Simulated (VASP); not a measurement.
The system is Cu.

```
Cu
1.0
     4.05627    0.00000    0.00000
    -2.02814    3.51283    0.00000
     0.00000    0.00000    2.48649
Cu
3
Direct
  0.00000 0.00000 0.00000
  0.33333 0.66667 0.50000
  0.66667 0.33333 0.50000
```

```yaml
Program: VASP 6.6.1
Task: relaxation of cell and atoms
Functional: BLYP
Potentials_or_basis: VASP PAW PBE potentials, release 64 (Cu)
Cutoff: 600 eV
k_mesh: 9 × 9 × 13
Occupations: fermi-dirac, width 0.1 eV
Spin: no spin polarisation
```

At the start: pressure 13.5 GPa; volume 11.81 Å³/atom.

Task: Where does the relaxation end?

Result: Over 9 steps the energy falls by 48.4 meV/atom and the volume is 13.02 Å³/atom (+10.2 %); space group P6/mmm (No. 191, to 0.05 Å).

The path:
| step | energy change (eV) | largest force (eV/Å) | pressure (GPa) | volume (Å³) |
| --- | --- | --- | --- | --- |
| 1 | 0.0000 | 0.0000 | 13.48 | 35.43 |
| 2 | -0.1223 | 0.0000 | -3.87 | 40.77 |
| 3 | -0.1442 | 0.0000 | -0.15 | 39.10 |
| 4 | -0.1441 | 0.0000 | 0.09 | 39.02 |
| 5 | -0.1449 | 0.0000 | 0.07 | 38.99 |
| 6 | -0.1450 | 0.0000 | 0.11 | 38.94 |
| 7 | -0.1451 | 0.0000 | 0.27 | 38.96 |
| 8 | -0.1452 | 0.0000 | -0.10 | 39.09 |
| 9 | -0.1452 | 0.0000 | -0.02 | 39.06 |

Final structure:
```
CELL_PARAMETERS angstrom
4.22017 0.00000 0.00000
-2.11009 3.65478 0.00000
0.00000 0.00000 2.53219
ATOMIC_POSITIONS crystal
Cu 0.00000 0.00000 0.00000
Cu 0.33333 0.66667 0.50000
Cu 0.66667 0.33333 0.50000
```

Caveat: the PAW data sets were made with another functional, which shifts forces and pressure a little.
